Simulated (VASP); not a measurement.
# Ir (Fm-3m) in VASP: single point with r2SCAN

Aim: the single point of Ir with r2SCAN.

Everything below comes from runs of VASP 6.6.1. Logs are shortened: lines on timing, memory, paths and dates and some standing lists are left out, and cuts for length are marked.

## Step 1: The cell of the first run

It takes space group Fm-3m (No. 225, cubic). Conventional cell: a = 3.850 Å, b = 3.850 Å, c = 3.850 Å, α = 90.00°, β = 90.00°, γ = 90.00°. Within 3.6 Å of Ir (site symmetry m-3m) lie 12 Ir at 2.72 Å.

## Step 2: Single point, r2SCAN

File POSCAR:

```
Ir
1.0
    0.0000000000      1.9251228415      1.9251228415
    1.9251228415      0.0000000000      1.9251228415
    1.9251228415      1.9251228415      0.0000000000
Ir
1
Direct
    0.0000000000      0.0000000000      0.0000000000
```

File INCAR.step1:

```
  PREC = Accurate
  ENCUT = 550
  ISMEAR = -1
  SIGMA = 0.1
  LREAL = False
  LASPH = True
  NELM = 120
  NBANDS = 14
  GGA = PE
  ALGO = Normal
  EDIFF = 1E-5
  LWAVE = True
  LCHARG = False
  GGA_COMPAT = False
```

File INCAR.step2:

```
  PREC = Accurate
  ENCUT = 550
  EDIFF = 1E-6
  ISMEAR = -1
  SIGMA = 0.1
  LREAL = False
  LASPH = True
  NELM = 120
  ALGO = Normal
  ISIF = 2
  LWAVE = False
  LCHARG = False
  METAGGA = R2SCAN
  LMIXTAU = True
  NBANDS = 14
  ISTART = 1
  GGA_COMPAT = False
```

File KPOINTS:

```
regular mesh
0
Gamma
  8 8 8
```

Potentials or basis: VASP PAW PBE potentials, release 64 (Ir_sv_GW).

Run with:

```console
> cat potpaw_PBE.64/Ir_sv_GW/POTCAR > POTCAR
> cp INCAR.step1 INCAR
> mpirun -np 1 vasp_std > vasp.out
> cp INCAR.step2 INCAR
> mpirun -np 1 vasp_std > vasp.out
```

OUTCAR:

```text
PREC = Accurate
   ENCUT = 550
   EDIFF = 1E-6
   ISMEAR = -1
   LREAL = False
   LASPH = True
   NELM = 120
   ISIF = 2
   METAGGA = R2SCAN
   ISTART = 1

 ion  position               nearest neighbor table
   1  0.000  0.000  0.000-

  LATTYP: Found a face centered cubic cell.
 ALAT       =     3.8502456830

  Lattice vectors:

 A1 = (   0.0000000000,   1.9251228415,   1.9251228415)
 A2 = (   1.9251228415,   0.0000000000,   1.9251228415)
 A3 = (   1.9251228415,   1.9251228415,   0.0000000000)

Analysis of symmetry for initial positions (statically):
=====================================================================
 Subroutine PRICEL returns:
 Original cell was already a primitive cell.

 Routine SETGRP: Setting up the symmetry group for a
 face centered cubic supercell.

 Subroutine GETGRP returns: Found 48 space group operations
 (whereof 48 operations were pure point group operations)
 out of a pool of 48 trial point group operations.

The static configuration has the point symmetry O_h .

Analysis of symmetry for dynamics (positions and initial velocities):
=====================================================================
 Subroutine PRICEL returns:
 Original cell was already a primitive cell.

 Routine SETGRP: Setting up the symmetry group for a
 face centered cubic supercell.

 Subroutine GETGRP returns: Found 48 space group operations
 (whereof 48 operations were pure point group operations)
 out of a pool of 48 trial point group operations.

The dynamic configuration has the point symmetry O_h .

 Subroutine INISYM returns: Found 48 space group operations
 (whereof 48 operations are pure point group operations),
 and found     1 'primitive' translations

----------------------------------------------------------------------------------------

                                     Primitive cell

  volume of cell :      14.2694

  direct lattice vectors                    reciprocal lattice vectors
     0.000000000  1.925122841  1.925122841    -0.259723686  0.259723686  0.259723686
     1.925122841  0.000000000  1.925122841     0.259723686 -0.259723686  0.259723686
     1.925122841  1.925122841  0.000000000     0.259723686  0.259723686 -0.259723686

  length of vectors
     2.722534832  2.722534832  2.722534832     0.449854620  0.449854620  0.449854620

  position of ions in fractional coordinates (direct lattice)
     0.000000000  0.000000000  0.000000000

  ion indices of the primitive-cell ions
   primitive index   ion index
                 1           1

----------------------------------------------------------------------------------------

 KPOINTS: regular mesh

Automatic generation of k-mesh.
 Grid dimensions read from file:
 generate k-points for:    8    8    8

 Generating k-lattice:

  Cartesian coordinates                     Fractional coordinates (reciprocal lattice)
    -0.032465461  0.032465461  0.032465461     0.125000000  0.000000000  0.000000000
     0.032465461 -0.032465461  0.032465461     0.000000000  0.125000000  0.000000000
     0.032465461  0.032465461 -0.032465461     0.000000000  0.000000000  0.125000000

  Length of vectors
     0.056231827  0.056231827  0.056231827

  Shift w.r.t. Gamma in fractional coordinates (k-lattice)
     0.000000000  0.000000000  0.000000000

 Subroutine IBZKPT returns following result:
 ===========================================

 Found     29 irreducible k-points:

 Following reciprocal coordinates:
            Coordinates               Weight
  0.000000  0.000000  0.000000      1.000000
  0.125000  0.000000  0.000000      8.000000
  0.250000  0.000000  0.000000      8.000000
  0.375000  0.000000  0.000000      8.000000
  0.500000  0.000000  0.000000      4.000000
  0.125000  0.125000  0.000000      6.000000
[... 16 lines left out ...]
  0.500000  0.250000  0.125000     48.000000
 -0.375000  0.250000  0.125000     24.000000
 [... further k-points ...]
   k-points           NKPTS =     29   k-points in BZ     NKDIM =     29   number of bands    NBANDS=     14
   number of dos      NEDOS =    301   number of ions     NIONS =      1
   total plane-waves  NPLWV =  13824
   dimension x,y,z NGX =    24 NGY =   24 NGZ =   24
   dimension x,y,z NGXF=    48 NGYF=   48 NGZF=   48
   ions per type =               1
   NGX,Y,Z   is equivalent  to a cutoff of  14.66, 14.66, 14.66 a.u.
   NGXF,Y,Z  is equivalent  to a cutoff of  29.31, 29.31, 29.31 a.u.
 SYSTEM =  unknown system
   PREC   = accura    normal or accurate (medium, high low for compatibility)
   ISTART =      1    job   : 0-new  1-cont  2-samecut
   ICHARG =      0    charge: 1-file 2-atom 10-const
   ISPIN  =      1    spin polarized calculation?
   LNONCOLLINEAR =      F non collinear calculations
   LSORBIT =      F    spin-orbit coupling
   LASPH  =      T    aspherical Exc in radial PAW
   ENCUT  =  550.0 eV  40.42 Ry    6.36 a.u.   5.21  5.21  5.21*2*pi/ulx,y,z
   NELM   =    120;   NELMIN=  2; NELMDL=  0     # of ELM steps
   EDIFF  = 0.1E-05   stopping-criterion for ELM
   LREAL  =      F    real-space projection
   EDIFFG = 0.1E-04   stopping-criterion for IOM
   NSW    =      0    number of steps for IOM
   IBRION =     -1    ionic relax: 0-MD 1-quasi-New 2-CG
   NFREE  =      0    steps in history (QN), initial steepest desc. (CG)
   ISIF   =      2    stress and relaxation
   ISYM   =      2    0-nonsym 1-usesym 2-fastsym
   POTIM  = 0.5000    time-step for ionic-motion
   TEBEG  =    0.0;   TEEND  =   0.0 temperature during run
   PSTRESS=    0.0 pullay stress
   NELECT =      17.0000    total number of electrons
   NUPDOWN=      -1.0000    fix difference up-down
   EMIN   =  10.00;   EMAX   =-10.00  energy-range for DOS
   EFERMI =   0.00;   METHOD = LEGACY
   ISMEAR =    -1;   SIGMA  =   0.10  broadening in eV -4-tet -1-fermi 0-gaus
   EFERMI_NEDOS =   21; number of points for ismear=-14 and -15
   IALGO  =     38    algorithm
   IMIX   =      4    mixing-type and parameters
     AMIX     =   0.40;   BMIX     =  1.00
     AMIX_MAG =   1.60;   BMIX_MAG =  1.00
  volume/ion in A,a.u.               =      14.27        96.29
  Fermi-wavevector in a.u.,A,eV,Ry     =   1.735492  3.279605 40.979844  3.011934
  Thomas-Fermi vector in A             =   2.809087
   LORBIT       =      0    0 simple, 1 ext, 2 COOP (PROOUT), +10 PAW based schemes
   METAGGA = R2SCAN    functional components
   LHFCALC =     F    Hartree Fock is set to
   AEXX    =    0.0000 exact exchange contribution
   IVDW    =     0    specifies the selected vdW correction
   LEPSILON=     F    determine dielectric tensor
   LRPA    =     F    only Hartree local field effects (RPA)
 non-spin polarized calculation
  energy-cutoff  :      550.00
  volume of cell :       14.27
 maximum number of plane-waves:       444
 NGX is ok and might be reduce to    24
   NGX = 11   NGY = 11   NGZ = 11

 number of electron      17.0000000 magnetization

 Free energy of the ion-electron system (eV)
  ---------------------------------------------------
  ext. energy  EPLUGINS =         0.00000000
  ---------------------------------------------------
  free energy    TOTEN  =       -52.85594301 eV

  energy without entropy =      -52.80913775  energy(sigma->0) =      -52.83254038

 E-fermi :  12.5466     XC(G=0): -15.8343

 val. band max:       12.5130460465   @ k =  -0.3750   0.1250   0.0000
 cond. band min:      12.5988513805   @ k =  -0.3750   0.2500   0.0000
 fundamental gap:      0.0858053340
 Fermi energy:        12.5466462163

 k-point     1 :       0.0000    0.0000    0.0000
  band No.  band energies     occupation
      1     -82.5124      2.00000
      2     -38.3286      2.00000
      3     -38.3286      2.00000
      4     -38.3286      2.00000
      5       1.0906      2.00000
      6       8.5585      2.00000
      7       8.5585      2.00000
      8       8.5585      2.00000
      9      11.2229      2.00000
     10      11.2229      2.00000
     11      26.7727      0.00000
     12      32.5391      0.00000
     13      32.5391      0.00000
     14      32.5391      0.00000

 k-point     2 :       0.1250    0.0000    0.0000
  band No.  band energies     occupation
      1     -82.5022      2.00000
      2     -38.4534      2.00000
      3     -38.3457      2.00000
      4     -38.3457      2.00000
      5       1.7893      2.00000
      6       8.2226      2.00000
      7       8.8268      2.00000
      8       8.8268      2.00000
      9      11.0780      2.00000
     10      11.0780      2.00000
     11      27.9183      0.00000
     12      30.1962      0.00000
     13      33.7083      0.00000
     14      33.7083      0.00000

 k-point     3 :       0.2500    0.0000    0.0000
  band No.  band energies     occupation
      1     -82.4770      2.00000
      2     -38.7476      2.00000
      3     -38.3867      2.00000
      4     -38.3867      2.00000
      5       3.3772      2.00000
      6       8.0274      2.00000
      7       8.9861      2.00000
      8       8.9861      2.00000
      9      11.4347      1.99997
     10      11.4347      1.99997
     11      26.7334      0.00000
     12      29.4578      0.00000
     13      36.6928      0.00000
     14      36.6929      0.00000
[... 324 lines left out ...]
 k-point    23 :       0.5000    0.2500    0.1250
  band No.  band energies     occupation
      1     -82.4381      2.00000
      2     -38.9735      2.00000
      3     -38.6317      2.00000
      4     -38.4874      2.00000
      5       5.6999      2.00000
      6       7.3917      2.00000
      7       7.7979      2.00000
      8      10.1615      2.00000
      9      12.3575      1.73783
     10      15.4861      0.00000
     11      23.1707      0.00000
     12      28.4627      0.00000
     13      29.7101      0.00000
     14      34.3865      0.00000

 k-point    24 :      -0.3750    0.2500    0.1250
  band No.  band energies     occupation
      1     -82.4297      2.00000
      2     -39.0394      2.00000
      3     -38.6605      2.00000
      4     -38.5138      2.00000
      5       5.7142      2.00000
      6       7.1380      2.00000
      7       8.8281      2.00000
      8       9.8298      2.00000
      9      13.1103      0.00710
     10      17.8812      0.00000
     11      19.4793      0.00000
     12      28.6560      0.00000
     13      28.8696      0.00000
     14      32.6184      0.00000

 [... further k-points ...]

------------------------ aborting loop because EDIFF is reached ----------------------------------------

  FORCE on cell =-STRESS in cart. coord.  units (eV):
  Direction    XX          YY          ZZ          XY          YZ          ZX
  --------------------------------------------------------------------------------------
  -------------------------------------------------------------------------------------
  Total       -0.1998133     -0.1998133     -0.1998133      0.0000000      0.0000000      0.0000000
  in kB      -22.4351884    -22.4351884    -22.4351884      0.0000000      0.0000000      0.0000000
  external PRESSURE =     -22.4351884 kB  Pullay stress =       0.0000000 kB

 VOLUME and BASIS-vectors are now :
 -----------------------------------------------------------------------------
  energy-cutoff  :      550.00
  volume of cell :       14.27
      direct lattice vectors                 reciprocal lattice vectors
     0.000000000  1.925122841  1.925122841    -0.259723686  0.259723686  0.259723686
     1.925122841  0.000000000  1.925122841     0.259723686 -0.259723686  0.259723686
     1.925122841  1.925122841  0.000000000     0.259723686  0.259723686 -0.259723686

 POSITION                                       TOTAL-FORCE (eV/Angst)
 -----------------------------------------------------------------------------------
      0.00000      0.00000      0.00000        -0.000000      0.000000      0.000000
 -----------------------------------------------------------------------------------
    total drift:                               -0.000000      0.000000      0.000000

  FREE ENERGIE OF THE ION-ELECTRON SYSTEM (eV)
  ---------------------------------------------------
  free  energy   TOTEN  =       -52.8559430139 eV

  energy  without entropy=      -52.8091377520  energy(sigma->0) =      -52.83254038
```

Run time: 46 s. Hardware: 1 thread of AMD EPYC 7R43 (Zen 3), shared host; peak memory 0.11 GiB.

Results:

```yaml
Free_energy: -52.8559 eV
Pressure: -2.2 GPa
Band_gap_on_the_k_mesh: zero (an odd number of electrons rules out a gap without spin polarisation)
```

Levels at points of the mesh, in eV from the Fermi level:
```csv
k point,band 4,band 5,band 6,band 7,band 8,band 9,band 10,band 11,band 12,band 13
"(0.00, 0.00, 0.00)",-50.88,-11.46,-3.99,-3.99,-3.99,-1.32,-1.32,14.23,19.99,19.99
"(0.50, 0.00, 0.00)",-50.99,-8.35,-4.14,-4.14,-0.72,0.88,0.88,7.57,13.99,19.92
"(0.50, 0.50, 0.00)",-51.18,-8.14,-7.57,0.78,1.51,1.51,1.70,10.96,11.97,11.97
```

Caveat: the PAW data sets were made with another functional, which shifts forces and pressure a little; spin-orbit coupling is left out, which moves the levels of the heavy elements.

The gap in the log of VASP goes by the Fermi energy; the results here count the filled bands.